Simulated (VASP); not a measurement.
Write the native input for VASP 6.6.1 that does the following.

| Quantity | Value |
| --- | --- |
| Task | single point |
| Functional | PBEsol |
| Potentials or basis | VASP PAW PBE potentials, release 64 (Mo_sv) |
| Cutoff | 520 eV |
| k mesh | 13 × 13 × 13 |
| Occupations | fermi-dirac, width 0.1 eV |
| Spin | no spin polarisation |
| Dipole correction | no |
| Further INCAR settings | ALGO = Normal; EDIFF = 1e-06; NBANDS = 13 |

The structure of Mo lies in POSCAR:

```
Mo
1.0
   -1.5941252692      1.5941252692      1.5941252692
    1.5941252692     -1.5941252692      1.5941252692
    1.5941252692      1.5941252692     -1.5941252692
Mo
1
Direct
    0.0000000000      0.0000000000      0.0000000000
```

One way to write it, as run:

INCAR

```
ALGO = Normal
EDIFF = 1E-6
ENCUT = 520
GGA = PS
ISIF = 2
ISMEAR = -1
LASPH = True
LCHARG = False
LREAL = False
LWAVE = False
NBANDS = 13
NELM = 80
PREC = Accurate
SIGMA = 0.1
```

KPOINTS

```
k-points
0
Gamma
  13 13 13
```

Potentials or basis: VASP PAW PBE potentials, release 64 (Mo_sv).

Command:

```sh
$ cat potpaw_PBE.64/Mo_sv/POTCAR > POTCAR
$ mpirun -np 1 vasp_std > vasp.out
```

Results of the run:

```json
{"Pressure": "-13.5 GPa", "Band gap on the k mesh": "zero (band 7 reaches 15.34 eV, above the bottom of band 8 at 10.60 eV)"}
```

Caveat: the PAW data sets were made with another functional, which shifts forces and pressure a little.

It took 5.7 s on 1 thread of Intel(R) Xeon(R) 6975P-C (Granite Rapids), with other jobs on the host, peak memory 0.14 GiB.
